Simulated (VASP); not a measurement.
Runs of VASP 6.6.1 on Ge. The structure is that of space group Fd-3m (No. 227), or close to it. The cells are those of the table. 

```csv
cell,pressure (GPa),moment (μB)
"a = 4.172 Å, angles 60.0°, 2 atoms",-6.2,0.00
"a = 4.132 Å, angles 60.0°, 2 atoms",-5.0,0.00
"a = 3.972 Å, angles 60.0°, 2 atoms",(b),0.00
"a = 4.092 Å, angles 60.0°, 2 atoms",-3.6,0.00
"a = 4.052 Å, angles 60.0°, 2 atoms",(a),0.00
```

Alike in all rows: task single point; level r2SCAN; potentials or basis VASP PAW PBE potentials, release 64 (Ge_d); spin non-collinear, zero start, SOC; k mesh 8 × 8 × 8; cutoff (eV) 520; smearing fermi-dirac 0.02 eV.

Q: Estimate the missing entries.

A: (a) -1.8; (b) 2.4.

Caveats: the PAW data sets were made with another functional, which shifts forces and pressure a little; the cell stands under tension (at least some runs).
